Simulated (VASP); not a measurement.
Input of a VASP 6.6.1 run:

The input INCAR:

```
SYSTEM = C
PREC = Accurate
ENCUT = 520
EDIFF = 1E-6
ISMEAR = 0
SIGMA = 0.05
LREAL = .FALSE.
LASPH = .TRUE.
NELM = 80
ALGO = Normal
ISIF = 2
LWAVE = .FALSE.
LCHARG = .FALSE.
GGA = PS
NBANDS = 11
```

The input KPOINTS:

```
Automatic mesh
0
G
  12 12 12
  0 0 0
```

File POSCAR:

```
C
1.0
    0.0000000000      1.7834000000      1.6407280000
    1.7834000000      0.0000000000      1.6407280000
    1.7834000000      1.7834000000      0.0000000000
C
2
Direct
    0.5000000000      0.5000000000      0.5000000000
    0.7500000000      0.7500000000      0.7500000000
```

Potentials or basis: VASP PAW PBE potentials, release 64 (C).

Launch:

```bash
$ cat potpaw_PBE.64/C/POTCAR > POTCAR
$ mpirun -np 1 vasp_std > vasp.out
```

(1) Predict the band gap on the k mesh.

(2) Predict the pressure.

## Answers

(1) 2.05 eV, indirect (least direct gap 4.33 eV).

(2) 38.6 GPa.

Caveat: the cell differs from its parent crystal (strain +0.000 along x and y, -0.080 along z); the PAW data sets were made with another functional, which shifts forces and pressure a little.
